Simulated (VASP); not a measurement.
# CdS (Hawleyite) (F-43m) in VASP: settings compared

Aim: see how the results for CdS (Hawleyite) move with the level of theory and the settings. Levels: PBEsol, BLYP. Tasks: single point.

Everything below comes from runs of VASP 6.6.1. Logs are shortened: lines on timing, memory, paths and dates and some standing lists are left out, and cuts for length are marked.

### Step 1. The cell of the first run

It takes space group F-43m (No. 216, cubic). The conventional cell has a = 5.754 Å, b = 5.754 Å, c = 5.754 Å, α = 90.00°, β = 90.00°, γ = 90.00°. Cd (site symmetry -43m) has 4 S at 2.49 Å within 3.3 Å. S (site symmetry -43m) has 4 Cd at 2.49 Å within 3.3 Å.

### Step 2. Single point, PBEsol

INCAR reads:

```
  ALGO = Normal
  EDIFF = 1E-6
  ENCUT = 520
  GGA = PS
  ISIF = 2
  ISMEAR = -1
  LASPH = T
  LCHARG = F
  LREAL = F
  LWAVE = F
  NBANDS = 16
  NELM = 80
  PREC = Accurate
  SIGMA = 0.05
```

KPOINTS reads:

```
k-points
0
Gamma
  8 8 8
```

POSCAR reads:

```
CdS
1.0
    0.0000000000      2.8770830059      2.8770830059
    2.8770830059      0.0000000000      2.8770830059
    2.8770830059      2.8770830059      0.0000000000
Cd S
1 1
Direct
    0.0000000000      0.0000000000      0.0000000000
    0.7500000000      0.7500000000      0.7500000000
```

Potentials or basis: VASP PAW PBE potentials, release 64 (Cd, S).

Command:

```sh
$ cat potpaw_PBE.64/Cd/POTCAR potpaw_PBE.64/S/POTCAR > POTCAR
$ mpirun -np 1 vasp_std > vasp.out
```

OUTCAR:

```text
EDIFF = 1E-6
   ENCUT = 520
   GGA = PS
   ISIF = 2
   ISMEAR = -1
   LASPH = T
   LREAL = F
   NELM = 80
   PREC = Accurate

 ion  position               nearest neighbor table
   1  0.000  0.000  0.000-   2 2.49   2 2.49   2 2.49   2 2.49
   2  0.750  0.750  0.750-   1 2.49   1 2.49   1 2.49   1 2.49

  LATTYP: Found a face centered cubic cell.
 ALAT       =     5.7541660118

  Lattice vectors:

 A1 = (   0.0000000000,   2.8770830059,   2.8770830059)
 A2 = (   2.8770830059,   0.0000000000,   2.8770830059)
 A3 = (   2.8770830059,   2.8770830059,   0.0000000000)

Analysis of symmetry for initial positions (statically):
=====================================================================
 Subroutine PRICEL returns:
 Original cell was already a primitive cell.

 Routine SETGRP: Setting up the symmetry group for a
 face centered cubic supercell.

 Subroutine GETGRP returns: Found 24 space group operations
 (whereof 24 operations were pure point group operations)
 out of a pool of 48 trial point group operations.

The static configuration has the point symmetry T_d .

Analysis of symmetry for dynamics (positions and initial velocities):
=====================================================================
 Subroutine PRICEL returns:
 Original cell was already a primitive cell.

 Routine SETGRP: Setting up the symmetry group for a
 face centered cubic supercell.

 Subroutine GETGRP returns: Found 24 space group operations
 (whereof 24 operations were pure point group operations)
 out of a pool of 48 trial point group operations.

The dynamic configuration has the point symmetry T_d .

 Subroutine INISYM returns: Found 24 space group operations
 (whereof 24 operations are pure point group operations),
 and found     1 'primitive' translations

----------------------------------------------------------------------------------------

                                     Primitive cell

  volume of cell :      47.6307

  direct lattice vectors                    reciprocal lattice vectors
     0.000000000  2.877083006  2.877083006    -0.173787131  0.173787131  0.173787131
     2.877083006  0.000000000  2.877083006     0.173787131 -0.173787131  0.173787131
     2.877083006  2.877083006  0.000000000     0.173787131  0.173787131 -0.173787131

  length of vectors
     4.068809807  4.068809807  4.068809807     0.301008140  0.301008140  0.301008140

  position of ions in fractional coordinates (direct lattice)
     0.000000000  0.000000000  0.000000000
     0.750000000  0.750000000  0.750000000

  ion indices of the primitive-cell ions
   primitive index   ion index
                 1           1
                 2           2

----------------------------------------------------------------------------------------

 KPOINTS: k-points

Automatic generation of k-mesh.
 Grid dimensions read from file:
 generate k-points for:    8    8    8

 Generating k-lattice:

  Cartesian coordinates                     Fractional coordinates (reciprocal lattice)
    -0.021723391  0.021723391  0.021723391     0.125000000  0.000000000  0.000000000
     0.021723391 -0.021723391  0.021723391     0.000000000  0.125000000  0.000000000
     0.021723391  0.021723391 -0.021723391     0.000000000  0.000000000  0.125000000

  Length of vectors
     0.037626017  0.037626017  0.037626017

  Shift w.r.t. Gamma in fractional coordinates (k-lattice)
     0.000000000  0.000000000  0.000000000

 Subroutine IBZKPT returns following result:
 ===========================================

 Found     29 irreducible k-points:

 Following reciprocal coordinates:
            Coordinates               Weight
  0.000000  0.000000  0.000000      1.000000
  0.125000  0.000000  0.000000      8.000000
  0.250000  0.000000  0.000000      8.000000
  0.375000  0.000000  0.000000      8.000000
  0.500000  0.000000  0.000000      4.000000
  0.125000  0.125000  0.000000      6.000000
[... 16 lines left out ...]
  0.500000  0.250000  0.125000     48.000000
 -0.375000  0.250000  0.125000     24.000000
 [... further k-points ...]
   k-points           NKPTS =     29   k-points in BZ     NKDIM =     29   number of bands    NBANDS=     16
   number of dos      NEDOS =    301   number of ions     NIONS =      2
   total plane-waves  NPLWV =  27000
   dimension x,y,z NGX =    30 NGY =   30 NGZ =   30
   dimension x,y,z NGXF=    60 NGYF=   60 NGZF=   60
   ions per type =               1   1
   NGX,Y,Z   is equivalent  to a cutoff of  12.26, 12.26, 12.26 a.u.
   NGXF,Y,Z  is equivalent  to a cutoff of  24.52, 24.52, 24.52 a.u.
 SYSTEM =  unknown system
   PREC   = accura    normal or accurate (medium, high low for compatibility)
   ISTART =      0    job   : 0-new  1-cont  2-samecut
   ICHARG =      2    charge: 1-file 2-atom 10-const
   ISPIN  =      1    spin polarized calculation?
   LNONCOLLINEAR =      F non collinear calculations
   LSORBIT =      F    spin-orbit coupling
   LASPH  =      T    aspherical Exc in radial PAW
   ENCUT  =  520.0 eV  38.22 Ry    6.18 a.u.   7.57  7.57  7.57*2*pi/ulx,y,z
   NELM   =     80;   NELMIN=  2; NELMDL= -5     # of ELM steps
   EDIFF  = 0.1E-05   stopping-criterion for ELM
   LREAL  =      F    real-space projection
   EDIFFG = 0.1E-04   stopping-criterion for IOM
   NSW    =      0    number of steps for IOM
   IBRION =     -1    ionic relax: 0-MD 1-quasi-New 2-CG
   NFREE  =      0    steps in history (QN), initial steepest desc. (CG)
   ISIF   =      2    stress and relaxation
   ISYM   =      2    0-nonsym 1-usesym 2-fastsym
   POTIM  = 0.5000    time-step for ionic-motion
   TEBEG  =    0.0;   TEEND  =   0.0 temperature during run
   PSTRESS=    0.0 pullay stress
   NELECT =      18.0000    total number of electrons
   NUPDOWN=      -1.0000    fix difference up-down
   EMIN   =  10.00;   EMAX   =-10.00  energy-range for DOS
   EFERMI =   0.00;   METHOD = LEGACY
   ISMEAR =    -1;   SIGMA  =   0.05  broadening in eV -4-tet -1-fermi 0-gaus
   EFERMI_NEDOS =   21; number of points for ismear=-14 and -15
   IALGO  =     38    algorithm
   IMIX   =      4    mixing-type and parameters
     AMIX     =   0.40;   BMIX     =  1.00
     AMIX_MAG =   1.60;   BMIX_MAG =  1.00
  volume/ion in A,a.u.               =      23.82       160.71
  Fermi-wavevector in a.u.,A,eV,Ry     =   1.183595  2.236671 19.060376  1.400898
  Thomas-Fermi vector in A             =   2.319827
   LORBIT       =      0    0 simple, 1 ext, 2 COOP (PROOUT), +10 PAW based schemes
   GGA     = PS    functional components
   LHFCALC =     F    Hartree Fock is set to
   AEXX    =    0.0000 exact exchange contribution
   IVDW    =     0    specifies the selected vdW correction
   LEPSILON=     F    determine dielectric tensor
   LRPA    =     F    only Hartree local field effects (RPA)
 non-spin polarized calculation
  energy-cutoff  :      520.00
  volume of cell :       47.63
 maximum number of plane-waves:      1303
   NGX = 15   NGY = 15   NGZ = 15

 number of electron      18.0000008 magnetization

 Free energy of the ion-electron system (eV)
  ---------------------------------------------------
  ext. energy  EPLUGINS =         0.00000000
  ---------------------------------------------------
  free energy    TOTEN  =        -6.79513541 eV

  energy without entropy =       -6.79513523  energy(sigma->0) =       -6.79513532

 E-fermi :   2.1565     XC(G=0):  -9.5715

 val. band max:        1.5740441899   @ k =   0.0000   0.0000   0.0000
 cond. band min:       2.6658162763   @ k =   0.0000   0.0000   0.0000
 fundamental gap:      1.0917720864
 Fermi energy:         2.1565037409

 k-point     1 :       0.0000    0.0000    0.0000
  band No.  band energies     occupation
      1     -11.0743      2.00000
      2      -6.3200      2.00000
      3      -6.3200      2.00000
      4      -6.3200      2.00000
      5      -5.7733      2.00000
      6      -5.7733      2.00000
[... 8 lines left out ...]
     15      13.0809      0.00000
     16      13.0809      0.00000

 k-point     2 :       0.1250    0.0000    0.0000
  band No.  band energies     occupation
      1     -11.0047      2.00000
      2      -6.2947      2.00000
      3      -6.2947      2.00000
      4      -6.2666      2.00000
      5      -5.7747      2.00000
      6      -5.7747      2.00000
[... 8 lines left out ...]
     15      12.4262      0.00000
     16      13.5265      0.00000

 k-point     3 :       0.2500    0.0000    0.0000
  band No.  band energies     occupation
      1     -10.8351      2.00000
      2      -6.2399      2.00000
      3      -6.2399      2.00000
      4      -6.0655      2.00000
      5      -5.7690      2.00000
      6      -5.7690      2.00000
[... 8 lines left out ...]
     15      12.1771      0.00000
     16      12.7862      0.00000

 k-point     4 :       0.3750    0.0000    0.0000
  band No.  band energies     occupation
      1     -10.6652      2.00000
      2      -6.1977      2.00000
      3      -6.1977      2.00000
      4      -5.7460      2.00000
      5      -5.7460      2.00000
      6      -5.6692      2.00000
[... 8 lines left out ...]
     15      13.0785      0.00000
     16      13.0785      0.00000

 k-point     5 :       0.5000    0.0000    0.0000
  band No.  band energies     occupation
      1     -10.5952      2.00000
      2      -6.1849      2.00000
      3      -6.1849      2.00000
      4      -5.7305      2.00000
      5      -5.7305      2.00000
      6      -5.3550      2.00000
[... 8 lines left out ...]
     15      14.1696      0.00000
     16      14.1696      0.00000

 k-point     6 :       0.1250    0.1250    0.0000
  band No.  band energies     occupation
      1     -10.9816      2.00000
      2      -6.2800      2.00000
      3      -6.2707      2.00000
      4      -6.2707      2.00000
      5      -5.7925      2.00000
      6      -5.7587      2.00000
[... 8 lines left out ...]
     15      13.1780      0.00000
     16      14.2752      0.00000
[... 267 lines left out ...]
 k-point    21 :       0.5000    0.5000    0.0000
  band No.  band energies     occupation
      1     -10.4476      2.00000
      2      -6.0992      2.00000
      3      -5.9234      2.00000
      4      -5.9234      2.00000
      5      -5.6730      2.00000
      6      -5.2895      2.00000
[... 8 lines left out ...]
     15      13.9327      0.00000
     16      15.1285      0.00000

 k-point    22 :       0.3750    0.2500    0.1250
  band No.  band energies     occupation
      1     -10.7105      2.00000
      2      -6.1839      2.00000
      3      -6.1527      2.00000
      4      -5.9884      2.00000
      5      -5.7714      2.00000
      6      -5.7086      2.00000
[... 8 lines left out ...]
     15      13.6161      0.00000
     16      15.4448      0.00000

 k-point    23 :       0.5000    0.2500    0.1250
  band No.  band energies     occupation
      1     -10.5770      2.00000
      2      -6.1432      2.00000
      3      -6.1125      2.00000
      4      -5.8578      2.00000
      5      -5.7362      2.00000
      6      -5.4689      2.00000
[... 8 lines left out ...]
     15      14.4675      0.00000
     16      14.7245      0.00000

 k-point    24 :      -0.3750    0.2500    0.1250
  band No.  band energies     occupation
      1     -10.5225      2.00000
      2      -6.1384      2.00000
      3      -6.0928      2.00000
      4      -5.8070      2.00000
      5      -5.7439      2.00000
      6      -5.2257      2.00000
[... 8 lines left out ...]
     15      13.8638      0.00000
     16      14.8268      0.00000

 [... further k-points ...]
[... 5 lines left out ...]
  --------------------------------------------------------------------------------------
  -------------------------------------------------------------------------------------
  Total        0.8588355      0.8588355      0.8588355      0.0000000      0.0000000      0.0000000
  in kB       28.8890581     28.8890581     28.8890581      0.0000000      0.0000000      0.0000000
  external PRESSURE =      28.8890581 kB  Pullay stress =       0.0000000 kB

 VOLUME and BASIS-vectors are now :
 -----------------------------------------------------------------------------
  energy-cutoff  :      520.00
  volume of cell :       47.63
      direct lattice vectors                 reciprocal lattice vectors
     0.000000000  2.877083006  2.877083006    -0.173787131  0.173787131  0.173787131
     2.877083006  0.000000000  2.877083006     0.173787131 -0.173787131  0.173787131
     2.877083006  2.877083006  0.000000000     0.173787131  0.173787131 -0.173787131

 POSITION                                       TOTAL-FORCE (eV/Angst)
 -----------------------------------------------------------------------------------
      0.00000      0.00000      0.00000         0.000000      0.000000      0.000000
      4.31562      4.31562      4.31562        -0.000000     -0.000000     -0.000000
 -----------------------------------------------------------------------------------
    total drift:                                0.000001      0.000001      0.000001

  FREE ENERGIE OF THE ION-ELECTRON SYSTEM (eV)
  ---------------------------------------------------
  free  energy   TOTEN  =        -6.7951354117 eV

  energy  without entropy=       -6.7951352295  energy(sigma->0) =       -6.79513532
```

Run time: 9.4 s. Hardware: 1 thread of Intel Xeon 6975P-C (Granite Rapids), shared host; peak memory 0.17 GiB.

What came out:

* Free energy: -6.7951 eV
* Pressure: 2.9 GPa
* Band gap on the k mesh: 1.09 eV, direct

Levels at points of the mesh, in eV from the valence-band top:
```csv
k point,band 6,band 7,band 8,band 9,band 10,band 11,band 12,band 13
"(0.00, 0.00, 0.00)",-7.35,0.00,0.00,0.00,1.09,6.43,6.43,6.43
"(0.50, 0.00, 0.00)",-6.93,-4.74,-0.83,-0.83,2.94,6.91,6.91,7.44
"(0.50, 0.50, 0.00)",-6.86,-4.20,-2.06,-2.06,3.32,4.29,9.26,10.91
```

Caveat: the PAW data sets were made with another functional, which shifts forces and pressure a little.

### Step 3. Single point, PBEsol

This run uses another cell than the first one, of 25.30 Å³/atom, 1.062 times its volume.

INCAR reads:

```
SYSTEM = CdS
ALGO = Normal ; EDIFF = 1E-6
ENCUT = 520 ; GGA = PS
ISIF = 2 ; ISMEAR = -1
LASPH = .True. ; LCHARG = .False.
LREAL = .False. ; LWAVE = .False.
NBANDS = 16 ; NELM = 60
PREC = Accurate ; SIGMA = 0.05
```

KPOINTS reads:

```
k-points
0
Gamma
  8 8 8
  0 0 0
```

POSCAR reads:

```
CdS
1.0
    0.0000000000      2.9358151324      2.9358151324
    2.9358151324      0.0000000000      2.9358151324
    2.9358151324      2.9358151324      0.0000000000
Cd S
1 1
Direct
    0.0000000000      0.0000000000      0.0000000000
    0.7500000000      0.7500000000      0.7500000000
```

Potentials or basis: VASP PAW PBE potentials, release 64 (Cd, S).

Command:

```sh
$ cat potpaw_PBE.64/Cd/POTCAR potpaw_PBE.64/S/POTCAR > POTCAR
$ mpirun -np 1 vasp_std > vasp.out
```

Wall time 8.4 s (1 thread of Intel Xeon 6975P-C (Granite Rapids), shared host); peak memory 0.17 GiB.

Results (log left out):

```yaml
Free_energy: -6.8107 eV
Pressure: -1.1 GPa
Band_gap_on_the_k_mesh: 0.97 eV, direct
```

Levels at points of the mesh, in eV from the valence-band top:
```
           k point  band 5  band 6  band 7  band 8  band 9  band 10  band 11  band 12  band 13  band 14
(0.00, 0.00, 0.00)   -7.20   -7.20    0.00    0.00    0.00     0.97     6.45     6.45     6.45    11.10
(0.50, 0.00, 0.00)   -7.16   -6.83   -4.36   -0.74   -0.74     2.86     6.91     6.91     7.27    10.81
(0.50, 0.50, 0.00)   -7.11   -6.77   -3.93   -1.84   -1.84     3.43     4.23     8.99    10.55    10.55
```

Caveat: the PAW data sets were made with another functional, which shifts forces and pressure a little. Expect the measured gap to be larger: semilocal functionals such as PBEsol lack the derivative discontinuity.

(Continued in part 2 of 2.)
